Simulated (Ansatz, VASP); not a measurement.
# MgO in VASP and in Ansatz

```
Mg O
1.0
     0.00000    2.07960    2.07960
     2.07960    0.00000    2.07960
     2.07960    2.07960    0.00000
Mg O
1 1
Direct
  0.00000 0.00000 0.00000
  0.50000 0.50000 0.50000
```

Alike in both runs: functional LDA; k mesh 8 × 8 × 8; no spin polarisation.

Ansatz relaxed the structure, and its values are those at the end. VASP's run is a single point on that final structure, the one shown.

|  | VASP | Ansatz |
| --- | --- | --- |
| version | VASP 6.6.1 | Ansatz 0.2.0 |
| potentials or method | VASP PAW LDA potentials, release 64 (Mg_sv, O) | scalar-relativistic, plane waves, PAW |
| plane-wave cutoff (eV) | 840 | 420 |
| occupations | gaussian, width 0.01 eV | fixed |
| valence electrons in the cell | 16 | 16 |

```csv
,VASP,Ansatz,Ansatz less VASP
pressure (GPa),0.6,0.0,-0.63
```

LDA's correlation is that of Perdew and Zunger in VASP and of Perdew and Wang (1992) in Ansatz.
